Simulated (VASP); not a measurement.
# Al3Cl (P4/mmm) in VASP: further runs, part 2 of 2

VASP 6.6.1. The steps go on from the part before.

## Step 3: Single point, PBE

This run uses another cell than the first one, of 24.64 Å³/atom, 1.293 times its volume.

File INCAR:

```
SYSTEM = Al3Cl
ALGO = Normal ; EDIFF = 1E-6
ENCUT = 520 ; GGA = PE
ISIF = 2 ; ISMEAR = 0
LASPH = .TRUE. ; LCHARG = .FALSE.
LREAL = .FALSE. ; LWAVE = .FALSE.
NBANDS = 16 ; NELM = 60
PREC = Accurate ; SIGMA = 0.1
```

File KPOINTS:

```
k-points
0
G
  4 4 4
  0 0 0
```

File POSCAR:

```
Al3Cl
1.0
    4.9491280400      0.0000000000      0.0000000000
    0.0000000000      4.9491280400      0.0000000000
    0.0000000000      0.0000000000      4.0246758500
Al Cl
3 1
Direct
    0.0000000000      0.0000000000      0.0000000000
    0.5000000000      0.0000000000      0.5000000000
    0.0000000000      0.5000000000      0.5000000000
    0.5000000000      0.5000000000      0.0000000000
```

Potentials or basis: VASP PAW PBE potentials, release 64 (Al, Cl).

Command:

```bash
> cat potpaw_PBE.64/Al/POTCAR potpaw_PBE.64/Cl/POTCAR > POTCAR
> mpirun -np 1 vasp_std > vasp.out
```

OUTCAR:

```text
SYSTEM = Al3Cl
   EDIFF = 1E-6
   ENCUT = 520
   GGA = PE
   ISIF = 2
   ISMEAR = 0
   LASPH = .TRUE.
   LREAL = .FALSE.
   NELM = 60
   PREC = Accurate

 ion  position               nearest neighbor table
   1  0.000  0.000  0.000-   2 3.19   3 3.19   2 3.19   3 3.19   3 3.19   3 3.19   2 3.19   2 3.19

   2  0.500  0.000  0.500-   1 3.19   1 3.19   1 3.19   1 3.19
   3  0.000  0.500  0.500-   1 3.19   1 3.19   1 3.19   1 3.19
   4  0.500  0.500  0.000-

  LATTYP: Found a simple tetragonal cell.
 ALAT       =     4.9491280400
 C/A-ratio  =     0.8132090779

  Lattice vectors:

 A1 = (   4.9491280400,   0.0000000000,   0.0000000000)
 A2 = (   0.0000000000,   4.9491280400,   0.0000000000)
 A3 = (   0.0000000000,   0.0000000000,   4.0246758500)

Analysis of symmetry for initial positions (statically):
=====================================================================
 Subroutine PRICEL returns:
 Original cell was already a primitive cell.

 Routine SETGRP: Setting up the symmetry group for a
 simple tetragonal supercell.

 Subroutine GETGRP returns: Found 16 space group operations
 (whereof 16 operations were pure point group operations)
 out of a pool of 16 trial point group operations.

The static configuration has the point symmetry D_4h.

Analysis of symmetry for dynamics (positions and initial velocities):
=====================================================================
 Subroutine PRICEL returns:
 Original cell was already a primitive cell.

 Routine SETGRP: Setting up the symmetry group for a
 simple tetragonal supercell.

 Subroutine GETGRP returns: Found 16 space group operations
 (whereof 16 operations were pure point group operations)
 out of a pool of 16 trial point group operations.

The dynamic configuration has the point symmetry D_4h.

 Subroutine INISYM returns: Found 16 space group operations
 (whereof 16 operations are pure point group operations),
 and found     1 'primitive' translations

----------------------------------------------------------------------------------------

                                     Primitive cell

  volume of cell :      98.5799

  direct lattice vectors                    reciprocal lattice vectors
     4.949128040  0.000000000  0.000000000     0.202055795  0.000000000  0.000000000
     0.000000000  4.949128040  0.000000000     0.000000000  0.202055795  0.000000000
     0.000000000  0.000000000  4.024675850     0.000000000  0.000000000  0.248467215

  length of vectors
     4.949128040  4.949128040  4.024675850     0.202055795  0.202055795  0.248467215

  position of ions in fractional coordinates (direct lattice)
     0.000000000  0.000000000  0.000000000
     0.500000000  0.000000000  0.500000000
     0.000000000  0.500000000  0.500000000
     0.500000000  0.500000000  0.000000000

  ion indices of the primitive-cell ions
   primitive index   ion index
                 1           1
                 2           2
                 3           3
                 4           4

----------------------------------------------------------------------------------------

 KPOINTS: k-points

Automatic generation of k-mesh.
 Grid dimensions read from file:
 generate k-points for:    4    4    4

 Generating k-lattice:

  Cartesian coordinates                     Fractional coordinates (reciprocal lattice)
     0.050513949  0.000000000  0.000000000     0.250000000  0.000000000  0.000000000
     0.000000000  0.050513949  0.000000000     0.000000000  0.250000000  0.000000000
     0.000000000  0.000000000  0.062116804     0.000000000  0.000000000  0.250000000

  Length of vectors
     0.050513949  0.050513949  0.062116804

  Shift w.r.t. Gamma in fractional coordinates (k-lattice)
     0.000000000  0.000000000  0.000000000

 Subroutine IBZKPT returns following result:
 ===========================================

 Found     18 irreducible k-points:

 Following reciprocal coordinates:
            Coordinates               Weight
  0.000000  0.000000  0.000000      1.000000
  0.250000  0.000000  0.000000      4.000000
  0.500000  0.000000  0.000000      2.000000
  0.250000  0.250000  0.000000      4.000000
  0.500000  0.250000  0.000000      4.000000
  0.500000  0.500000  0.000000      1.000000
[... 10 lines left out ...]
  0.500000  0.250000  0.500000      4.000000
  0.500000  0.500000  0.500000      1.000000
   k-points           NKPTS =     18   k-points in BZ     NKDIM =     18   number of bands    NBANDS=     16
   number of dos      NEDOS =    301   number of ions     NIONS =      4
   total plane-waves  NPLWV =  48000
   dimension x,y,z NGX =    40 NGY =   40 NGZ =   30
   dimension x,y,z NGXF=    80 NGYF=   80 NGZF=   60
   ions per type =               3   1
   NGX,Y,Z   is equivalent  to a cutoff of  13.44, 13.44, 12.39 a.u.
   NGXF,Y,Z  is equivalent  to a cutoff of  26.87, 26.87, 24.78 a.u.
 SYSTEM =  Al3Cl
   PREC   = accura    normal or accurate (medium, high low for compatibility)
   ISTART =      0    job   : 0-new  1-cont  2-samecut
   ICHARG =      2    charge: 1-file 2-atom 10-const
   ISPIN  =      1    spin polarized calculation?
   LNONCOLLINEAR =      F non collinear calculations
   LSORBIT =      F    spin-orbit coupling
   LASPH  =      T    aspherical Exc in radial PAW
   ENCUT  =  520.0 eV  38.22 Ry    6.18 a.u.   9.20  9.20  7.48*2*pi/ulx,y,z
   NELM   =     60;   NELMIN=  2; NELMDL= -5     # of ELM steps
   EDIFF  = 0.1E-05   stopping-criterion for ELM
   LREAL  =      F    real-space projection
   EDIFFG = 0.1E-04   stopping-criterion for IOM
   NSW    =      0    number of steps for IOM
   IBRION =     -1    ionic relax: 0-MD 1-quasi-New 2-CG
   NFREE  =      0    steps in history (QN), initial steepest desc. (CG)
   ISIF   =      2    stress and relaxation
   ISYM   =      2    0-nonsym 1-usesym 2-fastsym
   POTIM  = 0.5000    time-step for ionic-motion
   TEBEG  =    0.0;   TEEND  =   0.0 temperature during run
   PSTRESS=    0.0 pullay stress
   NELECT =      16.0000    total number of electrons
   NUPDOWN=      -1.0000    fix difference up-down
   EMIN   =  10.00;   EMAX   =-10.00  energy-range for DOS
   EFERMI =   0.00;   METHOD = LEGACY
   ISMEAR =     0;   SIGMA  =   0.10  broadening in eV -4-tet -1-fermi 0-gaus
   EFERMI_NEDOS =   21; number of points for ismear=-14 and -15
   IALGO  =     38    algorithm
   IMIX   =      4    mixing-type and parameters
     AMIX     =   0.40;   BMIX     =  1.00
     AMIX_MAG =   1.60;   BMIX_MAG =  1.00
  volume/ion in A,a.u.               =      24.64       166.31
  Fermi-wavevector in a.u.,A,eV,Ry     =   0.893001  1.687528 10.849983  0.797451
  Thomas-Fermi vector in A             =   2.015023
   LORBIT       =      0    0 simple, 1 ext, 2 COOP (PROOUT), +10 PAW based schemes
   GGA     = PE    functional components
   LHFCALC =     F    Hartree Fock is set to
   AEXX    =    0.0000 exact exchange contribution
   IVDW    =     0    specifies the selected vdW correction
   LEPSILON=     F    determine dielectric tensor
   LRPA    =     F    only Hartree local field effects (RPA)
 non-spin polarized calculation
 Gauss-broadening in eV      SIGMA  =   0.10
  energy-cutoff  :      520.00
  volume of cell :       98.58
 maximum number of plane-waves:      2684
 NGX is ok and might be reduce to    40
   NGX = 19   NGY = 19   NGZ = 15

 number of electron      15.9999999 magnetization

 Free energy of the ion-electron system (eV)
  ---------------------------------------------------
  ext. energy  EPLUGINS =         0.00000000
  ---------------------------------------------------
  free energy    TOTEN  =       -11.97755047 eV

  energy without entropy =      -11.95732881  energy(sigma->0) =      -11.96743964

 E-fermi :   4.0409     XC(G=0):  -8.7976

 val. band max:        4.0395899063   @ k =   0.2500   0.0000   0.2500
 cond. band min:       4.0702525075   @ k =   0.0000   0.0000   0.2500
 fundamental gap:      0.0306626012
 Fermi energy:         4.0408600592

 k-point     1 :       0.0000    0.0000    0.0000
  band No.  band energies     occupation
      1     -11.6500      2.00000
      2      -2.9224      2.00000
      3      -0.5359      2.00000
      4      -0.5359      2.00000
      5       0.2476      2.00000
      6       1.4369      2.00000
[... 319 lines left out ...]
      3      -0.7794      2.00000
      4      -0.7794      2.00000
      5       0.4876      2.00000
      6       0.4876      2.00000
[... 8 lines left out ...]
     15      12.0574      0.00000
     16      12.0574      0.00000

------------------------ aborting loop because EDIFF is reached ----------------------------------------

  FORCE on cell =-STRESS in cart. coord.  units (eV):
  Direction    XX          YY          ZZ          XY          YZ          ZX
  --------------------------------------------------------------------------------------
  -------------------------------------------------------------------------------------
  Total       -2.1612691     -2.1612691     -5.3740296      0.0000000      0.0000000     -0.0000000
  in kB      -35.1261971    -35.1261971    -87.3418429      0.0000000      0.0000000     -0.0000000
  external PRESSURE =     -52.5314123 kB  Pullay stress =       0.0000000 kB

 VOLUME and BASIS-vectors are now :
 -----------------------------------------------------------------------------
  energy-cutoff  :      520.00
  volume of cell :       98.58
      direct lattice vectors                 reciprocal lattice vectors
     4.949128040  0.000000000  0.000000000     0.202055795  0.000000000  0.000000000
     0.000000000  4.949128040  0.000000000     0.000000000  0.202055795  0.000000000
     0.000000000  0.000000000  4.024675850     0.000000000  0.000000000  0.248467215

 POSITION                                       TOTAL-FORCE (eV/Angst)
 -----------------------------------------------------------------------------------
      0.00000      0.00000      0.00000         0.000000      0.000000      0.000000
      2.47456      0.00000      2.01234         0.000000      0.000000      0.000000
      0.00000      2.47456      2.01234         0.000000      0.000000      0.000000
      2.47456      2.47456      0.00000         0.000000      0.000000      0.000000
 -----------------------------------------------------------------------------------
    total drift:                                0.000000     -0.000000     -0.000000

  FREE ENERGIE OF THE ION-ELECTRON SYSTEM (eV)
  ---------------------------------------------------
  free  energy   TOTEN  =       -11.9775504678 eV

  energy  without entropy=      -11.9573288131  energy(sigma->0) =      -11.96743964
```

OSZICAR:

```text
N       E                     dE             d eps       ncg     rms          rms(c)
DAV:   1     0.445944286667E+02    0.44594E+02   -0.54594E+03   576   0.766E+02
DAV:   2    -0.686754080202E+01   -0.51462E+02   -0.44155E+02   768   0.121E+02
DAV:   3    -0.121492818264E+02   -0.52817E+01   -0.52107E+01   736   0.379E+01
DAV:   4    -0.122191353804E+02   -0.69854E-01   -0.69838E-01   728   0.547E+00
DAV:   5    -0.122203442076E+02   -0.12088E-02   -0.12088E-02   784   0.754E-01    0.572E+00
DAV:   6    -0.120117527327E+02    0.20859E+00   -0.26107E-01   720   0.302E+00    0.314E+00
DAV:   7    -0.119817720135E+02    0.29981E-01   -0.99495E-02   688   0.147E+00    0.120E+00
DAV:   8    -0.119778179769E+02    0.39540E-02   -0.15274E-02   760   0.732E-01    0.118E-01
DAV:   9    -0.119775209357E+02    0.29704E-03   -0.23355E-03   712   0.302E-01    0.756E-02
DAV:  10    -0.119775422475E+02   -0.21312E-04   -0.24145E-04   736   0.919E-02    0.362E-02
DAV:  11    -0.119775472392E+02   -0.49918E-05   -0.16766E-05   744   0.236E-02    0.134E-02
DAV:  12    -0.119775503461E+02   -0.31069E-05   -0.37272E-06   704   0.115E-02    0.409E-03
DAV:  13    -0.119775504678E+02   -0.12166E-06   -0.17713E-07   424   0.254E-03
   1 F= -.11977550E+02 E0= -.11967440E+02  d E =-.202217E-01
```

Run time: 13 s. Hardware: 1 thread of AMD EPYC 9R45 (Zen 5), shared host; peak memory 0.18 GiB.

What came out:

```
Free energy            : -11.9776 eV
Pressure               : -5.3 GPa
Band gap on the k mesh : zero (band 8 reaches 5.52 eV, above the bottom of band 9 at 3.75 eV)
```

Stress tensor (GPa, compression positive):
```
-3.51  0.00  0.00
 0.00 -3.51  0.00
 0.00  0.00 -8.73
```

Caveat: the k points lie up to 0.39 Å⁻¹ apart.

## Step 4: Relaxation of cell and atoms, PBE

This run uses another cell than the first one, of 24.64 Å³/atom, 1.293 times its volume.

File INCAR:

```
SYSTEM = Al3Cl
ALGO = Normal
EDIFF = 1E-6
EDIFFG = -0.04
ENCUT = 600
GGA = PE
IBRION = 2
ISIF = 3
ISMEAR = 0
LASPH = .TRUE.
LCHARG = .FALSE.
LREAL = .FALSE.
LWAVE = .FALSE.
NELM = 60
NSW = 90
PREC = Accurate
SIGMA = 0.1
```

KPOINTS is that of step 3.

POSCAR is that of step 3.

Command:

```bash
> cat potpaw_PBE.64/Al/POTCAR potpaw_PBE.64/Cl/POTCAR > POTCAR
> mpirun -np 1 vasp_std > vasp.out
```

Run time: 70 s. Hardware: 1 thread of AMD EPYC 9R45 (Zen 5), shared host; peak memory 0.2 GiB.

It converged, with:

* Free energy: -13.1881 eV
* Relaxed volume: 18.97 Å³/atom
* Relaxed cell: a = 5.153 Å, b = 5.153 Å, c = 2.857 Å, α = 90.00°, β = 90.00°, γ = 90.00°
* Space group after relaxing (to 0.05 Å): P4/mmm (No. 123)
* Energy gained by relaxing: 302.6 meV/atom
* Ionic steps: 11
* Pressure after relaxing: 0.2 GPa
* Band gap on the k mesh: zero (band 8 reaches 7.98 eV, above the bottom of band 9 at 5.31 eV)

Stress tensor (GPa, compression positive):
```
 0.30  0.00  0.00
 0.00  0.30  0.00
 0.00  0.00 -0.11
```

Step by step:
```csv
step,energy change (eV),largest force (eV/Å),pressure (GPa),volume (Å³)
1,0.0000,0.0000,-5.24,98.58
2,-0.4000,0.0000,-3.62,87.48
3,-0.6492,0.0000,0.70,76.16
4,-0.6690,0.0000,3.19,72.03
5,-0.8291,0.0000,4.04,69.48
6,-0.9828,0.0000,8.06,66.36
7,-1.1524,0.0000,2.77,73.35
8,-1.1560,0.0000,3.37,72.43
9,-1.2065,0.0000,-0.17,76.11
10,-1.2089,0.0000,0.40,75.36
11,-1.2105,0.0000,0.16,75.86
```

Final structure:
```xyz
4
Lattice="5.1531 0.0000 0.0000 0.0000 5.1531 0.0000 0.0000 0.0000 2.8569" Properties=species:S:1:pos:R:3 pbc="T T T"
Al    5.1531    0.0000    0.0000
Al    2.5766    0.0000    1.4284
Al    5.1531    2.5766    1.4284
Cl    2.5766    2.5766    2.8569
```

Levels at points of the mesh, in eV from the Fermi level:
```tsv
k point	band 4	band 5	band 6	band 7	band 8	band 9	band 10	band 11	band 12
(0.00, 0.00, 0.00)	-6.40	-5.06	-2.07	-2.07	-1.66	-1.25	2.42	6.35	7.61
(0.50, 0.00, 0.00)	-6.13	-5.10	-3.13	-1.64	-1.59	1.04	3.77	4.26	4.71
(0.50, 0.50, 0.00)	-7.58	-2.64	-2.64	-1.63	-0.06	2.25	2.68	3.66	4.16
(0.00, 0.00, 0.50)	-4.50	-4.26	-3.86	-1.24	0.02	0.06	0.06	1.84	1.84
(0.50, 0.00, 0.50)	-4.48	-4.42	-2.34	-1.94	-1.34	0.72	1.08	1.19	1.61
(0.50, 0.50, 0.50)	-5.35	-3.52	-2.79	-2.66	-2.66	-0.25	-0.25	4.16	4.92
```

Caveat: the k points lie up to 0.55 Å⁻¹ apart in the final cell; the volume moved by over 15 % at a fixed basis, so the end points are rough.

## Step 5: Overview

```tsv
task	cell	cutoff (eV)	gap on the mesh (eV)	pressure (GPa)
single point	a = 5.167, b = 5.167, c = 2.855 Å, 4 atoms	520	none	0.0
single point	a = 4.949, b = 4.949, c = 4.025 Å, 4 atoms	520	none	-5.3
relaxation of cell and atoms	relaxed from a = 4.949, b = 4.949, c = 4.025 Å, 4 atoms	600	none	0.2
```

Alike in all rows: level PBE; potentials or basis VASP PAW PBE potentials, release 64 (Al, Cl); no spin polarisation; k mesh 4 × 4 × 4; smearing gaussian 0.1 eV.

Caveats: all runs use coarse meshes; the volume moved by over 15 % at a fixed basis, so the end points are rough (some runs).

Absolute energies hang on the potentials; compare differences alone.
